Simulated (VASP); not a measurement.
# SrCl2 (Fm-3m) in VASP: notebook

The runs below take SrCl2 through G0W0 quasiparticle levels, with PBE, r2SCAN.

All numbers are computed with VASP 6.6.1; they aren't measurements. Logs are shortened: lines on timing, memory, paths and dates and some standing lists are left out, and cuts for length are marked.

### 1 The cell of the first run

The structure is cubic, space group Fm-3m (No. 225). Conventional cell: a = 6.995 Å, b = 6.995 Å, c = 6.995 Å, α = 90.00°, β = 90.00°, γ = 90.00°. Within 4.0 Å of Sr (site symmetry m-3m) lie 8 Cl at 3.03 Å. Within 4.0 Å of Cl (site symmetry -43m) lie 4 Sr at 3.03 Å and 6 Cl at 3.50 Å.

### 2 G0W0 quasiparticle levels, PBE

File POSCAR:

```
SrCl2
1.0
    0.0000000000      3.4976509436      3.4976509436
    3.4976509436      0.0000000000      3.4976509436
    3.4976509436      3.4976509436      0.0000000000
Sr Cl
1 2
Direct
    0.0000000000      0.0000000000      0.0000000000
    0.2500000000      0.2500000000      0.2500000000
    0.7500000000      0.7500000000      0.7500000000
```

File INCAR.step1:

```
SYSTEM = SrCl2
PREC = Accurate ; ENCUT = 500
EDIFF = 1E-8 ; ISMEAR = 0
SIGMA = 0.01 ; LREAL = .FALSE.
LASPH = .TRUE. ; NELM = 60
ALGO = Normal ; LWAVE = .TRUE.
LCHARG = .FALSE. ; GGA = PE
```

File INCAR.step2:

```
SYSTEM = SrCl2
PREC = Accurate ; ENCUT = 500
EDIFF = 1E-8 ; ISMEAR = 0
SIGMA = 0.01 ; LREAL = .FALSE.
LASPH = .TRUE. ; NELM = 1
ALGO = Exact ; LWAVE = .TRUE.
LCHARG = .FALSE. ; GGA = PE
NBANDS = 151 ; LOPTICS = .TRUE.
ISTART = 1
```

File INCAR.step3:

```
SYSTEM = SrCl2
PREC = Accurate ; ENCUT = 500
EDIFF = 1E-8 ; ISMEAR = 0
SIGMA = 0.01 ; LREAL = .FALSE.
LASPH = .TRUE. ; ALGO = EVGW0
LWAVE = .FALSE. ; LCHARG = .FALSE.
GGA = PE ; NELMGW = 1
NBANDS = 151 ; ENCUTGW = 80.0
NOMEGA = 96 ; PRECFOCK = Fast
ISTART = 1 ; NBANDSGW = 20
OMEGAMAX = 20
```

File KPOINTS:

```
regular mesh
0
G
  6 6 6
  0 0 0
```

Potentials or basis: VASP PAW PBE potentials, release 64 (Sr_sv_GW, Cl_GW).

Launch:

```console
cat potpaw_PBE.64/Sr_sv_GW/POTCAR potpaw_PBE.64/Cl_GW/POTCAR > POTCAR
cp INCAR.step1 INCAR
mpirun -np 1 vasp_std > vasp.out
cp INCAR.step2 INCAR
mpirun -np 1 vasp_std > vasp.out
cp INCAR.step3 INCAR
mpirun -np 1 vasp_std > vasp.out
```

OUTCAR:

```text
SYSTEM = SrCl2
   PREC = Accurate
   ENCUT = 500
   EDIFF = 1E-8
   ISMEAR = 0
   LREAL = .FALSE.
   LASPH = .TRUE.
   GGA = PE
   NELMGW = 1
   ENCUTGW = 80.0
   PRECFOCK = Fast
   ISTART = 1

 ion  position               nearest neighbor table
   1  0.000  0.000  0.000-
   2  0.250  0.250  0.250-
   3  0.750  0.750  0.750-

  LATTYP: Found a face centered cubic cell.
 ALAT       =     6.9953018872

  Lattice vectors:

 A1 = (   0.0000000000,   3.4976509436,   3.4976509436)
 A2 = (   3.4976509436,   0.0000000000,   3.4976509436)
 A3 = (   3.4976509436,   3.4976509436,   0.0000000000)

Analysis of symmetry for initial positions (statically):
=====================================================================
 Subroutine PRICEL returns:
 Original cell was already a primitive cell.

 Routine SETGRP: Setting up the symmetry group for a
 face centered cubic supercell.

 Subroutine GETGRP returns: Found 48 space group operations
 (whereof 48 operations were pure point group operations)
 out of a pool of 48 trial point group operations.

The static configuration has the point symmetry O_h .

Analysis of symmetry for dynamics (positions and initial velocities):
=====================================================================
 Subroutine PRICEL returns:
 Original cell was already a primitive cell.

 Routine SETGRP: Setting up the symmetry group for a
 face centered cubic supercell.

 Subroutine GETGRP returns: Found 48 space group operations
 (whereof 48 operations were pure point group operations)
 out of a pool of 48 trial point group operations.

The dynamic configuration has the point symmetry O_h .

 Subroutine INISYM returns: Found 48 space group operations
 (whereof 48 operations are pure point group operations),
 and found     1 'primitive' translations

----------------------------------------------------------------------------------------

                                     Primitive cell

  volume of cell :      85.5775

  direct lattice vectors                    reciprocal lattice vectors
     0.000000000  3.497650944  3.497650944    -0.142953087  0.142953087  0.142953087
     3.497650944  0.000000000  3.497650944     0.142953087 -0.142953087  0.142953087
     3.497650944  3.497650944  0.000000000     0.142953087  0.142953087 -0.142953087

  length of vectors
     4.946425401  4.946425401  4.946425401     0.247602010  0.247602010  0.247602010

  position of ions in fractional coordinates (direct lattice)
     0.000000000  0.000000000  0.000000000
     0.250000000  0.250000000  0.250000000
     0.750000000  0.750000000  0.750000000

  ion indices of the primitive-cell ions
   primitive index   ion index
                 1           1
                 2           2
                 3           3

----------------------------------------------------------------------------------------

 KPOINTS: regular mesh

Automatic generation of k-mesh.
 Grid dimensions read from file:
 generate k-points for:    6    6    6

 Generating k-lattice:

  Cartesian coordinates                     Fractional coordinates (reciprocal lattice)
    -0.023825515  0.023825515  0.023825515     0.166666667  0.000000000  0.000000000
     0.023825515 -0.023825515  0.023825515     0.000000000  0.166666667  0.000000000
     0.023825515  0.023825515 -0.023825515     0.000000000  0.000000000  0.166666667

  Length of vectors
     0.041267002  0.041267002  0.041267002

  Shift w.r.t. Gamma in fractional coordinates (k-lattice)
     0.000000000  0.000000000  0.000000000

 Subroutine IBZKPT returns following result:
 ===========================================

 Found     16 irreducible k-points:

 Following reciprocal coordinates:
            Coordinates               Weight
  0.000000  0.000000  0.000000      1.000000
  0.166667  0.000000  0.000000      8.000000
  0.333333  0.000000  0.000000      8.000000
  0.500000  0.000000  0.000000      4.000000
  0.166667  0.166667  0.000000      6.000000
  0.333333  0.166667  0.000000     24.000000
[... 8 lines left out ...]
 -0.333333  0.333333  0.166667     24.000000
 -0.333333  0.500000  0.166667     12.000000
   k-points           NKPTS =     16   k-points in BZ     NKDIM =    216   number of bands    NBANDS=    151
   number of dos      NEDOS =    301   number of ions     NIONS =      3
   total plane-waves  NPLWV =  46656
   dimension x,y,z NGX =    36 NGY =   36 NGZ =   36
   dimension x,y,z NGXF=    72 NGYF=   72 NGZF=   72
   ions per type =               1   2
   NGX,Y,Z   is equivalent  to a cutoff of  12.10, 12.10, 12.10 a.u.
   NGXF,Y,Z  is equivalent  to a cutoff of  24.20, 24.20, 24.20 a.u.
 SYSTEM =  SrCl2
   PREC   = accura    normal or accurate (medium, high low for compatibility)
   ISTART =      1    job   : 0-new  1-cont  2-samecut
   ICHARG =      0    charge: 1-file 2-atom 10-const
   ISPIN  =      1    spin polarized calculation?
   LNONCOLLINEAR =      F non collinear calculations
   LSORBIT =      F    spin-orbit coupling
   LASPH  =      T    aspherical Exc in radial PAW
   ENCUT  =  500.0 eV  36.75 Ry    6.06 a.u.   9.02  9.02  9.02*2*pi/ulx,y,z
   NELM   =     60;   NELMIN=  2; NELMDL=  0     # of ELM steps
   EDIFF  = 0.1E-07   stopping-criterion for ELM
   LREAL  =      F    real-space projection
   EDIFFG = 0.1E-06   stopping-criterion for IOM
   NSW    =      0    number of steps for IOM
   IBRION =     -1    ionic relax: 0-MD 1-quasi-New 2-CG
   NFREE  =      0    steps in history (QN), initial steepest desc. (CG)
   ISIF   =      0    stress and relaxation
   ISYM   =      3    0-nonsym 1-usesym 2-fastsym
   POTIM  = 0.5000    time-step for ionic-motion
   TEBEG  =    0.0;   TEEND  =   0.0 temperature during run
   PSTRESS=    0.0 pullay stress
   NELECT =      24.0000    total number of electrons
   NUPDOWN=      -1.0000    fix difference up-down
   EMIN   =  10.00;   EMAX   =-10.00  energy-range for DOS
   EFERMI =   0.00;   METHOD = LEGACY
   ISMEAR =     0;   SIGMA  =   0.01  broadening in eV -4-tet -1-fermi 0-gaus
   EFERMI_NEDOS =   21; number of points for ismear=-14 and -15
   IALGO  =     38    algorithm
   IMIX   =      4    mixing-type and parameters
     AMIX     =   0.40;   BMIX     =  1.00
     AMIX_MAG =   1.60;   BMIX_MAG =  1.00
  volume/ion in A,a.u.               =      28.53       192.50
  Fermi-wavevector in a.u.,A,eV,Ry     =   1.071582  2.024997 15.623409  1.148288
  Thomas-Fermi vector in A             =   2.207327
   LORBIT       =      0    0 simple, 1 ext, 2 COOP (PROOUT), +10 PAW based schemes
   GGA     = PE    functional components
   LHFCALC =     T    Hartree Fock is set to
   PRECFOCK=fast      Normal, Fast or Accurate (Low or Medium for compatibility)
   ENCUT4O =  -1.0   cutoff for four orbital integrals eV
   NKREDX  =     1    reduce k-point grid by
   NKREDY  =     1    reduce k-point grid by
   NKREDZ  =     1    reduce k-point grid by
   AEXX    =    1.0000 exact exchange contribution
   HFSCREEN=    0.0000 screening length (either q_TF or 0.3 A-1)
   HFSCREENC=   0.0000 screening length for correlation (either q_TF or 0.3 A-1)
   ENCUTFOCK=  -1.0 apply spherical cutoff to Coloumb kernel
   IVDW    =     0    specifies the selected vdW correction
   LEPSILON=     F    determine dielectric tensor
   LRPA    =     F    only Hartree local field effects (RPA)
   LRPAFORCE           =     F    calculate RPA forces
   ENCUTGW             =  80.0    cutoff for response function in eV
   ENCUTGWSOFT         =  64.0    soft cutoff for Coulomb kernel in GW response function in eV
   ENCUTLF             =  -1.0    cutoff for local field effects
   NELMGW              =     1    number of iterations in solving QP/BSE equation
   NELMHF              =     1    number of iterations in the inner HF iteration
   NKREDLFX            =     1    NKREDLFY  =   1   NKREDLFZ  =   1
 non-spin polarized calculation
 Gauss-broadening in eV      SIGMA  =   0.01
  energy-cutoff  :      500.00
  volume of cell :       85.58
 maximum number of plane-waves:      2200
  NGX = 20; NGY = 20; NGZ = 20
   NGX = 17   NGY = 17   NGZ = 17
 maximum number of plane-waves:       150
 NGX is ok and might be reduce to    18

 QP shifts <psi_nk| G(iteration)W_0 |psi_nk>: iteration 1
 for sc-GW calculations column KS-energies equals QP-energies in previous step
 and V_xc(KS)=  KS-energies - (<T + V_ion + V_H > + <T+V_H+V_ion>^1  + <V_x>^1)

 k-point   1 :       0.0000    0.0000    0.0000
  band No.  KS-energies  QP-energies   sigma(KS)   V_xc(KS)     V^pw_x(r,r')   Z            occupation Imag(sigma)

      1     -32.3203     -33.8189     -19.8751     -17.4685     -28.9576       0.6227       2.0000       0.4480
      2     -14.3050     -16.6619     -19.4952     -16.5458     -23.0134       0.7991       2.0000       0.1106
      3     -14.3050     -16.6619     -19.4952     -16.5458     -23.0134       0.7991       2.0000       0.1106
      4     -14.3050     -16.6619     -19.4952     -16.5458     -23.0134       0.7991       2.0000       0.1106
      5     -12.7401     -13.6165     -16.2847     -14.9502     -24.2463       0.6567       2.0000       1.0368
      6     -11.9083     -12.7587     -16.9895     -15.6825     -24.6892       0.6506       2.0000       0.8538
[... 12 lines left out ...]
     19       9.8239      11.8076     -10.7013     -13.1649      -6.7794       0.8052       0.0000      -0.0686
     20       9.8239      11.8076     -10.7013     -13.1649      -6.7794       0.8052       0.0000      -0.0686

 k-point   2 :       0.1667    0.0000    0.0000
  band No.  KS-energies  QP-energies   sigma(KS)   V_xc(KS)     V^pw_x(r,r')   Z            occupation Imag(sigma)

      1     -32.3196     -33.8169     -19.8733     -17.4697     -28.9581       0.6229       2.0000       0.4475
      2     -14.3904     -16.6440     -19.2396     -16.3700     -23.0470       0.7854       2.0000       0.1778
      3     -14.3084     -16.6671     -19.4917     -16.5404     -23.0126       0.7992       2.0000       0.1129
      4     -14.3084     -16.6671     -19.4917     -16.5404     -23.0126       0.7992       2.0000       0.1129
      5     -12.5934     -13.5223     -16.5749     -15.1743     -24.2542       0.6632       2.0000       0.9670
      6     -11.9635     -12.8185     -16.9502     -15.6371     -24.6522       0.6511       2.0000       0.8629
[... 12 lines left out ...]
     19      10.3137      11.8441      -9.3024     -11.1890      -5.4805       0.8112       0.0000      -0.0664
     20      10.3185      11.7336      -8.7451     -10.4724      -5.0413       0.8192       0.0000      -0.0615

 k-point   3 :       0.3333    0.0000    0.0000
  band No.  KS-energies  QP-energies   sigma(KS)   V_xc(KS)     V^pw_x(r,r')   Z            occupation Imag(sigma)

      1     -32.3181     -33.8138     -19.8696     -17.4718     -28.9589       0.6238       2.0000       0.4465
      2     -14.5261     -16.6800     -18.9383     -16.1540     -23.0772       0.7736       2.0000       0.2540
      3     -14.3151     -16.6769     -19.4848     -16.5296     -23.0109       0.7992       2.0000       0.1174
      4     -14.3151     -16.6769     -19.4848     -16.5296     -23.0109       0.7992       2.0000       0.1174
      5     -12.3821     -13.2970     -16.7408     -15.3499     -24.3592       0.6578       2.0000       0.9190
      6     -12.0181     -12.9452     -17.0961     -15.7040     -24.5415       0.6660       2.0000       0.8458
[... 12 lines left out ...]
     19       9.6043      10.7981      -8.3498      -9.7961      -4.7130       0.8254       0.0000      -0.0612
     20      11.3005      12.5360      -8.1768      -9.6868      -4.4281       0.8182       0.0000      -0.0648
[... 265 lines left out ...]
 k-point  15 :      -0.3333    0.3333    0.1667
  band No.  KS-energies  QP-energies   sigma(KS)   V_xc(KS)     V^pw_x(r,r')   Z            occupation Imag(sigma)

      1     -32.3166     -33.8125     -19.8661     -17.4740     -28.9597       0.6254       2.0000       0.4452
      2     -14.5218     -16.6892     -18.9705     -16.1733     -23.0728       0.7748       2.0000       0.2453
      3     -14.4569     -16.6711     -19.1147     -16.2759     -23.0590       0.7800       2.0000       0.2091
      4     -14.3306     -16.6973     -19.4651     -16.5025     -23.0035       0.7989       2.0000       0.1279
      5     -12.1535     -13.0938     -17.0246     -15.6129     -24.4536       0.6660       2.0000       0.8622
      6     -12.0641     -13.0376     -17.1924     -15.7475     -24.4639       0.6738       2.0000       0.8332
[... 12 lines left out ...]
     19      10.3989      11.5012      -7.7661      -9.1098      -4.0711       0.8203       0.0000      -0.0662
     20      11.6116      12.8747      -8.4418      -9.9973      -4.5685       0.8120       0.0000      -0.0709

 k-point  16 :      -0.3333    0.5000    0.1667
  band No.  KS-energies  QP-energies   sigma(KS)   V_xc(KS)     V^pw_x(r,r')   Z            occupation Imag(sigma)

      1     -32.3163     -33.8145     -19.8655     -17.4743     -28.9598       0.6266       2.0000       0.4449
      2     -14.5724     -16.6823     -18.8424     -16.0965     -23.0973       0.7684       2.0000       0.2754
      3     -14.4203     -16.6842     -19.2220     -16.3404     -23.0389       0.7856       2.0000       0.1855
      4     -14.3372     -16.7034     -19.4567     -16.4907     -22.9996       0.7978       2.0000       0.1322
      5     -12.1455     -13.0538     -16.9490     -15.5752     -24.4941       0.6612       2.0000       0.8735
      6     -12.0440     -13.0514     -17.3019     -15.8210     -24.4354       0.6802       2.0000       0.8149
[... 12 lines left out ...]
     19      10.4708      11.6932      -8.3372      -9.8240      -4.6203       0.8221       0.0000      -0.0608
     20      11.2856      12.4308      -7.4523      -8.8547      -3.6559       0.8166       0.0000      -0.0742
```

Run time: 24 min. Hardware: 1 thread of Intel Xeon 6975P-C (Granite Rapids), shared host; peak memory 1.7 GiB.

Results:

* Quasiparticle gap: 7.26 eV
* Least direct quasiparticle gap: 7.65 eV
* Band gap of the starting levels on the mesh: 5.31 eV
* Least direct gap of the starting levels on the mesh: 5.51 eV

Caveat: bands, screening cutoff and mesh are small and nothing is extrapolated, so the quasiparticle values aren't converged.

[end of part 1 of 2]
